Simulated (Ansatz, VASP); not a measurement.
# MgCdO in VASP and in Ansatz

```
Mg Cd O
1.0
     3.22665    0.00000    0.00000
     0.00000    3.22665    0.00000
     0.00000    0.00000    5.23354
Mg Cd O
1 1 1
Direct
  0.00000 0.00000 0.13735
  0.50000 0.50000 0.74558
  0.50000 0.50000 0.33059
```

Alike in both runs: task single point; functional PBE; k mesh 6 × 6 × 4; occupations gaussian, width 0.1 eV; no spin polarisation.

|  | VASP | Ansatz |
| --- | --- | --- |
| version | VASP 6.6.1 | Ansatz 0.2.0 |
| potentials or method | VASP PAW PBE potentials, release 64 (Mg_sv, Cd_sv_GW, O), cutoff 750 eV | scalar-relativistic, plane waves, PAW |
| valence electrons in the cell | 36 | 36 |

```tsv
	VASP	Ansatz	Ansatz less VASP
gap on the k mesh at the Fermi level (eV)	none	none	-
pressure (GPa)	-9.3	-8.9	+0.34
traceless stress, the component that is largest in VASP (GPa)	4.69	4.64	-0.053
rms of the force components (eV/Å)	0.981	0.980	-0.0010
```

Atom by atom the forces differ by 0.005 eV/Å (rms over components). A gap of «none» marks a metal or a gap that the smearing closes.
